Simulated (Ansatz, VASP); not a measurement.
# I in VASP and in Ansatz

File INCAR:

```
PREC = Accurate
ENCUT = 520
EDIFF = 1E-6
ISMEAR = 0
SIGMA = 0.01
LREAL = False
LASPH = True
NELM = 60
ALGO = Normal
ISIF = 2
LWAVE = False
LCHARG = False
GGA = CA
NBANDS = 22
```

The input KPOINTS:

```
regular mesh
0
Gamma
  9 9 4
```

File POSCAR:

```
I
1.0
    3.5886574692     -2.1413150360      0.0000000000
    3.5886574692      2.1413150360      0.0000000000
    0.0000000000      0.0000000000      9.6272130010
I
4
Direct
    0.8254264989      0.1745735011      0.1231842597
    0.6745735011      0.3254264989      0.6231842597
    0.1745735011      0.8254264989      0.8768157403
    0.3254264989      0.6745735011      0.3768157403
```

Input for Ansatz:

```yaml
crystal:
  lattice:
    - [3.5886574692, -2.141315036, 0.0]
    - [3.5886574692, 2.141315036, 0.0]
    - [0.0, 0.0, 9.627213001]
  atoms:
    - { symbol: I, position: [0.8254264989, 0.1745735011, 0.1231842597] }
    - { symbol: I, position: [0.6745735011, 0.3254264989, 0.6231842597] }
    - { symbol: I, position: [0.1745735011, 0.8254264989, 0.8768157403] }
    - { symbol: I, position: [0.3254264989, 0.6745735011, 0.3768157403] }
hamiltonian:
  xc: lda
  pseudopotentials:
    kind: paw
    azcp:
      I: "pseudopotentials/I.paw.azcp"
basis:
  ecutwfc: 420
  fft_grid_basis: typed
kpoints:
  mp_grid: { grid: [9, 9, 4], shift: [0, 0, 0] }
magnetization:
  spin_polarized: false
scf:
  occupations: { method: gaussian, width: 0.01 }
  lower_state_search: "off"
output:
  stress: true
```

Alike in both runs: task single point; functional LDA; k mesh 9 × 9 × 4; occupations gaussian, width 0.01 eV; no spin polarisation.

```csv
,VASP,Ansatz
version,VASP 6.6.1,Ansatz 0.2.0
potentials or method,"VASP PAW LDA potentials, release 64 (I), cutoff 520 eV","plane waves (420 eV) with PAW, scalar-relativistic"
valence electrons in the cell,28,68
```

VASP gave:

| Item | Value |
| --- | --- |
| pressure (GPa) | 0.0 |
| traceless stress, the component that is largest in VASP (GPa) | -0.11 |

**Question.** Which values does Ansatz return?

**Answer.** Pressure (GPa): 0.0; traceless stress, the component that is largest in VASP (GPa): -0.12.

Ansatz warns that its potentials were made for another functional, while VASP's fit it. LDA's correlation is that of Perdew and Zunger in VASP and of Perdew and Wang (1992) in Ansatz. VASP's potentials hold 28 valence electrons a cell and Ansatz's 68, so a difference there can come from the potentials and not from the codes.

Neither program's run includes spin-orbit coupling.
